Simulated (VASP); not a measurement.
# ZrC (P-6m2) in VASP: notebook

The runs below take ZrC through relaxation of shape and atoms at fixed volume, with r2SCAN.

Program: VASP 6.6.1. These are calculated values, not measurements. Logs are shortened: lines on timing, memory, paths and dates and some standing lists are left out, and cuts for length are marked.

### Step 1. The cell of the first run

It takes space group P-6m2 (No. 187, hexagonal). Conventional cell: a = 3.318 Å, b = 3.318 Å, c = 2.966 Å, α = 90.00°, β = 90.00°, γ = 120.00°. Zr (site symmetry -6m2) has 6 C at 2.42 Å and 8 Zr at 2.97 to 3.32 Å within 3.4 Å. C (site symmetry -6m2) has 6 Zr at 2.42 Å and 8 C at 2.97 to 3.32 Å within 3.4 Å.

### Step 2. Relaxation of shape and atoms at fixed volume, r2SCAN (14.14 Å³/atom)

The input, POSCAR:

```
ZrC
1.0
    3.3182487138      0.0000000000      0.0000000000
   -1.6591243569      2.8736876822      0.0000000000
    0.0000000000      0.0000000000      2.9655746321
Zr C
1 1
Direct
    0.0000000000      0.0000000000      0.0000000000
    0.6666666667      0.3333333333      0.5000000000
```

The input, INCAR.step1:

```
SYSTEM = ZrC
PREC = Accurate ; ENCUT = 600
ISMEAR = 0 ; SIGMA = 0.05
LREAL = .FALSE. ; LASPH = .TRUE.
NELM = 100 ; GGA = PE
ALGO = Normal ; EDIFF = 1E-4
LWAVE = .TRUE. ; LCHARG = .FALSE.
```

The input, INCAR.step2:

```
SYSTEM = ZrC
PREC = Accurate ; ENCUT = 600
EDIFF = 1E-6 ; ISMEAR = 0
SIGMA = 0.05 ; LREAL = .FALSE.
LASPH = .TRUE. ; NELM = 100
ALGO = Normal ; ISIF = 4
LWAVE = .FALSE. ; LCHARG = .FALSE.
METAGGA = R2SCAN ; LMIXTAU = .TRUE.
IBRION = 2 ; NSW = 60
EDIFFG = -0.01 ; ISTART = 1
```

The input, KPOINTS:

```
Automatic mesh
0
G
  12 12 12
  0 0 0
```

Potentials or basis: VASP PAW PBE potentials, release 64 (Zr_sv, C).

The run is started by

```sh
cat potpaw_PBE.64/Zr_sv/POTCAR potpaw_PBE.64/C/POTCAR > POTCAR
cp INCAR.step1 INCAR
mpirun -np 1 vasp_std > vasp.out
cp INCAR.step2 INCAR
mpirun -np 1 vasp_std > vasp.out
```

OUTCAR:

```text
SYSTEM = ZrC
   PREC = Accurate
   ENCUT = 600
   EDIFF = 1E-6
   ISMEAR = 0
   LREAL = .FALSE.
   LASPH = .TRUE.
   NELM = 100
   ISIF = 4
   METAGGA = R2SCAN
   IBRION = 2
   NSW = 60
   EDIFFG = -0.01
   ISTART = 1

 ion  position               nearest neighbor table
   1  0.000  0.000  0.000-   2 2.42   2 2.42   2 2.42   2 2.42   2 2.42   2 2.42
   2  0.667  0.333  0.500-   1 2.42   1 2.42   1 2.42   1 2.42   1 2.42   1 2.42

  LATTYP: Found a hexagonal cell.
 ALAT       =     3.3182487138
 C/A-ratio  =     0.8937168030

  Lattice vectors:

 A1 = (   3.3182487138,   0.0000000000,   0.0000000000)
 A2 = (  -1.6591243569,   2.8736876822,   0.0000000000)
 A3 = (   0.0000000000,   0.0000000000,   2.9655746321)

Analysis of symmetry for initial positions (statically):
=====================================================================
 Subroutine PRICEL returns:
 Original cell was already a primitive cell.

 Routine SETGRP: Setting up the symmetry group for a
 hexagonal supercell.

 Subroutine GETGRP returns: Found 12 space group operations
 (whereof 12 operations were pure point group operations)
 out of a pool of 24 trial point group operations.

The static configuration has the point symmetry D_3h.

Analysis of symmetry for dynamics (positions and initial velocities):
=====================================================================
 Subroutine PRICEL returns:
 Original cell was already a primitive cell.

 Routine SETGRP: Setting up the symmetry group for a
 hexagonal supercell.

 Subroutine GETGRP returns: Found 12 space group operations
 (whereof 12 operations were pure point group operations)
 out of a pool of 24 trial point group operations.

The dynamic configuration has the point symmetry D_3h.

 Subroutine INISYM returns: Found 12 space group operations
 (whereof 12 operations are pure point group operations),
 and found     1 'primitive' translations

----------------------------------------------------------------------------------------

                                     Primitive cell

  volume of cell :      28.2786

  direct lattice vectors                    reciprocal lattice vectors
     3.318248714  0.000000000  0.000000000     0.301363787  0.173992464  0.000000000
    -1.659124357  2.873687682  0.000000000     0.000000000  0.347984928  0.000000000
     0.000000000  0.000000000  2.965574632     0.000000000  0.000000000  0.337202777

  length of vectors
     3.318248714  3.318248714  2.965574632     0.347984928  0.347984928  0.337202777

  position of ions in fractional coordinates (direct lattice)
     0.000000000  0.000000000  0.000000000
     0.666666667  0.333333333  0.500000000

  ion indices of the primitive-cell ions
   primitive index   ion index
                 1           1
                 2           2

----------------------------------------------------------------------------------------

 KPOINTS: Automatic mesh

Automatic generation of k-mesh.
 Grid dimensions read from file:
 generate k-points for:   12   12   12

 Generating k-lattice:

  Cartesian coordinates                     Fractional coordinates (reciprocal lattice)
     0.025113649  0.014499372  0.000000000     0.083333333  0.000000000  0.000000000
     0.000000000  0.028998744  0.000000000     0.000000000  0.083333333  0.000000000
     0.000000000  0.000000000  0.028100231     0.000000000  0.000000000  0.083333333

  Length of vectors
     0.028998744  0.028998744  0.028100231

  Shift w.r.t. Gamma in fractional coordinates (k-lattice)
     0.000000000  0.000000000  0.000000000

 Subroutine IBZKPT returns following result:
 ===========================================

 Found    133 irreducible k-points:

 Following reciprocal coordinates:
            Coordinates               Weight
  0.000000  0.000000  0.000000      1.000000
  0.083333 -0.000000  0.000000      6.000000
  0.166667  0.000000  0.000000      6.000000
  0.250000 -0.000000  0.000000      6.000000
  0.333333 -0.000000  0.000000      6.000000
  0.416667 -0.000000  0.000000      6.000000
[... 16 lines left out ...]
  0.250000 -0.000000  0.083333     12.000000
  0.333333 -0.000000  0.083333     12.000000
 [... further k-points ...]
   k-points           NKPTS =    133   k-points in BZ     NKDIM =    133   number of bands    NBANDS=     12
   number of dos      NEDOS =    301   number of ions     NIONS =      2
   total plane-waves  NPLWV =  18816
   dimension x,y,z NGX =    28 NGY =   28 NGZ =   24
   dimension x,y,z NGXF=    56 NGYF=   56 NGZF=   48
   ions per type =               1   1
   NGX,Y,Z   is equivalent  to a cutoff of  14.03, 14.03, 13.45 a.u.
   NGXF,Y,Z  is equivalent  to a cutoff of  28.06, 28.06, 26.91 a.u.
 SYSTEM =  ZrC
   PREC   = accura    normal or accurate (medium, high low for compatibility)
   ISTART =      1    job   : 0-new  1-cont  2-samecut
   ICHARG =      0    charge: 1-file 2-atom 10-const
   ISPIN  =      1    spin polarized calculation?
   LNONCOLLINEAR =      F non collinear calculations
   LSORBIT =      F    spin-orbit coupling
   LASPH  =      T    aspherical Exc in radial PAW
   ENCUT  =  600.0 eV  44.10 Ry    6.64 a.u.   6.63  6.63  5.92*2*pi/ulx,y,z
   NELM   =    100;   NELMIN=  2; NELMDL=  0     # of ELM steps
   EDIFF  = 0.1E-05   stopping-criterion for ELM
   LREAL  =      F    real-space projection
   EDIFFG = -.1E-01   stopping-criterion for IOM
   NSW    =     60    number of steps for IOM
   IBRION =      2    ionic relax: 0-MD 1-quasi-New 2-CG
   NFREE  =      1    steps in history (QN), initial steepest desc. (CG)
   ISIF   =      4    stress and relaxation
   ISYM   =      2    0-nonsym 1-usesym 2-fastsym
   POTIM  = 0.5000    time-step for ionic-motion
   TEBEG  =    0.0;   TEEND  =   0.0 temperature during run
   PSTRESS=    0.0 pullay stress
   NELECT =      16.0000    total number of electrons
   NUPDOWN=      -1.0000    fix difference up-down
   EMIN   =  10.00;   EMAX   =-10.00  energy-range for DOS
   EFERMI =   0.00;   METHOD = LEGACY
   ISMEAR =     0;   SIGMA  =   0.05  broadening in eV -4-tet -1-fermi 0-gaus
   EFERMI_NEDOS =   21; number of points for ismear=-14 and -15
   IALGO  =     38    algorithm
   IMIX   =      4    mixing-type and parameters
     AMIX     =   0.40;   BMIX     =  1.00
     AMIX_MAG =   1.60;   BMIX_MAG =  1.00
  volume/ion in A,a.u.               =      14.14        95.42
  Fermi-wavevector in a.u.,A,eV,Ry     =   1.354032  2.558750 24.944970  1.833404
  Thomas-Fermi vector in A             =   2.481238
   LORBIT       =      0    0 simple, 1 ext, 2 COOP (PROOUT), +10 PAW based schemes
   METAGGA = R2SCAN    functional components
   LHFCALC =     F    Hartree Fock is set to
   AEXX    =    0.0000 exact exchange contribution
   IVDW    =     0    specifies the selected vdW correction
   LEPSILON=     F    determine dielectric tensor
   LRPA    =     F    only Hartree local field effects (RPA)
 conjugate gradient relaxation of ions
 non-spin polarized calculation
 Gauss-broadening in eV      SIGMA  =   0.05
  energy-cutoff  :      600.00
  volume of cell :       28.28
 maximum number of plane-waves:       974
 NGX is ok and might be reduce to    28
   NGX = 13   NGY = 13   NGZ = 11

--------------------------------------- Ionic step        1  -------------------------------------------

 number of electron      16.0000000 magnetization

 Free energy of the ion-electron system (eV)
  ---------------------------------------------------
  ext. energy  EPLUGINS =         0.00000000
  ---------------------------------------------------
  free energy    TOTEN  =       -33.18490878 eV

  energy without entropy =      -33.18467735  energy(sigma->0) =      -33.18479306

------------------------ aborting loop because EDIFF is reached ----------------------------------------

  FORCE on cell =-STRESS in cart. coord.  units (eV):
  Direction    XX          YY          ZZ          XY          YZ          ZX
  --------------------------------------------------------------------------------------
  -------------------------------------------------------------------------------------
  Total       -1.1891532     -1.1891532     -1.3206276      0.0000000      0.0000000      0.0000000
  in kB      -67.3737997    -67.3737997    -74.8227390      0.0000000      0.0000000      0.0000000
  external PRESSURE =     -69.8567795 kB  Pullay stress =       0.0000000 kB

 VOLUME and BASIS-vectors are now :
 -----------------------------------------------------------------------------
  energy-cutoff  :      600.00
  volume of cell :       28.28
      direct lattice vectors                 reciprocal lattice vectors
     3.318248714  0.000000000  0.000000000     0.301363787  0.173992464  0.000000000
    -1.659124357  2.873687682  0.000000000     0.000000000  0.347984928  0.000000000
     0.000000000  0.000000000  2.965574632     0.000000000  0.000000000  0.337202777
[... 37 lines left out ...]
 POSITION                                       TOTAL-FORCE (eV/Angst)
 -----------------------------------------------------------------------------------
      0.00000      0.00000      0.00000        -0.000000     -0.000000      0.000000
      1.66088      0.95891      1.47965         0.000000      0.000000      0.000000
 -----------------------------------------------------------------------------------
    total drift:                               -0.000000      0.000000      0.000000

  FREE ENERGIE OF THE ION-ELECTRON SYSTEM (eV)
  ---------------------------------------------------
  free  energy   TOTEN  =       -33.1849608296 eV

  energy  without entropy=      -33.1847163623  energy(sigma->0) =      -33.18483860

--------------------------------------- Ionic step        3  -------------------------------------------

 number of electron      16.0000000 magnetization

 Free energy of the ion-electron system (eV)
  ---------------------------------------------------
  ext. energy  EPLUGINS =         0.00000000
  ---------------------------------------------------
  free energy    TOTEN  =       -33.18499260 eV

  energy without entropy =      -33.18475841  energy(sigma->0) =      -33.18487551

 E-fermi :   8.5961     XC(G=0): -12.3844

 val. band max:        8.5460635674   @ k =   0.3333   0.2500   0.5000
 cond. band min:       8.5979209604   @ k =   0.5000  -0.0000   0.0833
 fundamental gap:      0.0518573930
 Fermi energy:         8.5961006051

 k-point     1 :       0.0000    0.0000    0.0000
  band No.  band energies     occupation
      1     -41.4947      2.00000
      2     -18.6212      2.00000
      3     -18.6212      2.00000
      4     -18.2085      2.00000
      5      -2.9500      2.00000
      6       6.9671      2.00000
      7       6.9671      2.00000
      8       7.5582      2.00000
      9      10.3944      0.00000
     10      13.8552      0.00000
     11      13.8552      0.00000
     12      14.0481      0.00000

 k-point     2 :       0.0833   -0.0000    0.0000
  band No.  band energies     occupation
      1     -41.4901      2.00000
      2     -18.6673      2.00000
      3     -18.6311      2.00000
      4     -18.2031      2.00000
      5      -2.8327      2.00000
      6       6.6659      2.00000
      7       7.0785      2.00000
      8       7.6814      2.00000
      9      10.1370      0.00000
     10      13.8138      0.00000
     11      14.1481      0.00000
     12      14.4991      0.00000
[... 316 lines left out ...]
 k-point    24 :       0.3333   -0.0000    0.0833
  band No.  band energies     occupation
      1     -41.4343      2.00000
      2     -19.1041      2.00000
      3     -18.7223      2.00000
      4     -18.2250      2.00000
      5      -1.5051      2.00000
      6       4.9316      2.00000
      7       7.9049      2.00000
      8       8.2192      2.00000
      9       8.7274      0.00020
     10      12.9297      0.00000
     11      13.4447      0.00000
     12      14.7519      0.00000

 [... further k-points ...]
[... 5 lines left out ...]
  --------------------------------------------------------------------------------------
  -------------------------------------------------------------------------------------
  Total       -1.2200447     -1.2200447     -1.2244447      0.0000000      0.0000000     -0.0000000
  in kB      -69.1240168    -69.1240168    -69.3733067      0.0000000      0.0000000     -0.0000000
  external PRESSURE =     -69.2071135 kB  Pullay stress =       0.0000000 kB

 VOLUME and BASIS-vectors are now :
 -----------------------------------------------------------------------------
  energy-cutoff  :      600.00
  volume of cell :       28.28
      direct lattice vectors                 reciprocal lattice vectors
     3.320400928  0.000000000  0.000000000     0.301168450  0.173879686 -0.000000000
    -1.660200464  2.875551554 -0.000000000     0.000000000  0.347759371  0.000000000
     0.000000000  0.000000000  2.961731432    -0.000000000  0.000000000  0.337640337

 POSITION                                       TOTAL-FORCE (eV/Angst)
 -----------------------------------------------------------------------------------
      0.00000      0.00000      0.00000         0.000000     -0.000000      0.000000
      1.66020      0.95852      1.48087        -0.000000      0.000000      0.000000
 -----------------------------------------------------------------------------------
    total drift:                               -0.000000      0.000000      0.000000

  FREE ENERGIE OF THE ION-ELECTRON SYSTEM (eV)
  ---------------------------------------------------
  free  energy   TOTEN  =       -33.1849926043 eV

  energy  without entropy=      -33.1847584061  energy(sigma->0) =      -33.18487551

 reached required accuracy - stopping structural energy minimisation
```

It took 2.4 min on 1 thread of Intel Xeon 6975P-C (Granite Rapids), shared host; peak memory 0.2 GiB.

What came out:

```
Free energy               : -33.1850 eV
Energy gained by relaxing : 0.0 meV/atom
Ionic steps               : 3
Pressure after relaxing   : -6.9 GPa
Band gap on the k mesh    : zero (bands 8 and 9 overlap by 0.20 eV)
```

Final structure:
```
CELL_PARAMETERS angstrom
3.32040 0.00000 0.00000
-1.66020 2.87555 0.00000
0.00000 0.00000 2.96173
ATOMIC_POSITIONS crystal
Zr 0.00000 0.00000 0.00000
C 0.66667 0.33333 0.50000
```

Levels at points of the mesh, in eV from the Fermi level:
```tsv
k point	band 4	band 5	band 6	band 7	band 8	band 9	band 10	band 11	band 12
(0.00, 0.00, 0.00)	-26.80	-11.55	-1.63	-1.63	-1.04	1.80	5.26	5.26	5.45
(0.50, 0.00, 0.00)	-26.72	-9.65	-4.15	-0.65	-0.46	0.25	4.69	5.13	5.34
(0.00, 0.00, 0.50)	-27.10	-8.79	-5.02	-0.62	-0.62	1.84	1.84	4.90	4.90
(0.50, 0.00, 0.50)	-27.22	-9.56	-3.64	-2.34	-2.15	2.21	5.36	6.54	6.81
```

Caveat: the PAW data sets were made with another functional, which shifts forces and pressure a little.

### Step 3. Relaxation of shape and atoms at fixed volume, r2SCAN (14.55 Å³/atom)

This run uses another cell than the first one, of 14.55 Å³/atom.

The input, POSCAR:

```
ZrC
1.0
    3.3522658099      0.0000000000      0.0000000000
   -1.6761329050      2.9031473516      0.0000000000
    0.0000000000      0.0000000000      2.9895117901
Zr C
1 1
Direct
    0.0000000000      0.0000000000      0.0000000000
    0.6666666667      0.3333333333      0.5000000000
```

INCAR.step1: that of step 2 with these lines changed.

```diff
@@ -4,3 +4,3 @@
 LREAL = .FALSE. ; LASPH = .TRUE.
-NELM = 100 ; GGA = PE
+NELM = 80 ; GGA = PE
 ALGO = Normal ; EDIFF = 1E-4
```

INCAR.step2: that of step 2 with these lines changed.

```diff
@@ -4,3 +4,3 @@
 SIGMA = 0.05 ; LREAL = .FALSE.
-LASPH = .TRUE. ; NELM = 100
+LASPH = .TRUE. ; NELM = 80
 ALGO = Normal ; ISIF = 4
```

The input, KPOINTS:

```
regular mesh
0
G
  12 12 12
  0 0 0
```

Potentials or basis: VASP PAW PBE potentials, release 64 (Zr_sv, C).

The run is started by

```sh
cat potpaw_PBE.64/Zr_sv/POTCAR potpaw_PBE.64/C/POTCAR > POTCAR
cp INCAR.step1 INCAR
mpirun -np 1 vasp_std > vasp.out
cp INCAR.step2 INCAR
mpirun -np 1 vasp_std > vasp.out
```

Run time: 2.8 min. Hardware: 1 thread of Intel Xeon 6975P-C (Granite Rapids), shared host; peak memory 0.2 GiB.

Results (log left out):

```yaml
Free_energy: -33.1386 eV
Energy_gained_by_relaxing: 0.1 meV/atom
Ionic_steps: 3
Pressure_after_relaxing: -11.4 GPa
Band_gap_on_the_k_mesh: zero (bands 8 and 9 overlap by 0.09 eV)
```

The path:
```tsv
step	energy change (eV)	largest force (eV/Å)	pressure (GPa)	volume (Å³)
1	0.0000	0.0000	-11.50	29.09
2	-0.0002	0.0000	-11.37	29.09
3	-0.0002	0.0000	-11.40	29.09
```

Final structure:
```
Zr C
1.0
     3.35573    0.00000    0.00000
    -1.67787    2.90615    0.00000
     0.00000    0.00000    2.98334
Zr C
1 1
Direct
  0.00000 0.00000 0.00000
  0.66667 0.33333 0.50000
```

Levels at points of the mesh, in eV from the Fermi level:
| k point | band 5 | band 6 | band 7 | band 8 | band 9 | band 10 | band 11 | band 12 |
| --- | --- | --- | --- | --- | --- | --- | --- | --- |
| (0.00, 0.00, 0.00) | -11.44 | -1.59 | -1.59 | -0.98 | 1.78 | 5.10 | 5.10 | 5.25 |
| (0.50, 0.00, 0.00) | -9.62 | -4.09 | -0.61 | -0.39 | 0.22 | 4.56 | 4.94 | 5.16 |
| (0.00, 0.00, 0.50) | -8.79 | -4.92 | -0.61 | -0.61 | 1.81 | 1.81 | 4.79 | 4.79 |
| (0.50, 0.00, 0.50) | -9.46 | -3.56 | -2.27 | -2.13 | 2.13 | 5.17 | 6.29 | 6.58 |

Caveat: the PAW data sets were made with another functional, which shifts forces and pressure a little.
